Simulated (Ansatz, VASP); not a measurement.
Two plane-wave programs on MgB

```
CELL_PARAMETERS angstrom
4.72008 0.00000 0.00000
0.00000 4.72008 0.00000
0.00000 0.00000 4.72008
ATOMIC_POSITIONS crystal
Mg 0.15889 0.15889 0.15889
Mg 0.34111 0.84111 0.65889
Mg 0.65889 0.34111 0.84111
Mg 0.84111 0.65889 0.34111
B 0.84647 0.84647 0.84647
B 0.65353 0.15353 0.34647
B 0.34647 0.65353 0.15353
B 0.15353 0.34647 0.65353
```

Alike in both runs: functional PBE; k mesh 4 × 4 × 4; occupations gaussian, width 0.1 eV; no spin polarisation.

Ansatz relaxed the structure, and its values are those at the end. VASP's run is a single point on that final structure, the one shown.

|  | VASP | Ansatz |
| --- | --- | --- |
| version | VASP 6.6.1 | Ansatz 0.2.0 |
| potentials or method | VASP PAW PBE potentials, release 64 (Mg, B), cutoff 520 eV | scalar-relativistic, plane waves, PAW |
| valence electrons in the cell | 20 | 52 |

|  | VASP | Ansatz | Ansatz less VASP |
| --- | --- | --- | --- |
| gap on the k mesh at the Fermi level (eV) | none | none | - |
| pressure (GPa) | -0.3 | -0.1 | +0.17 |
| rms of the force components (eV/Å) | 0.007 | 0.007 | -0.0003 |

A gap of «none» marks a metal or a gap that the smearing closes. VASP's potentials hold 20 valence electrons a cell and Ansatz's 52, so a difference there can come from the potentials and not from the codes.
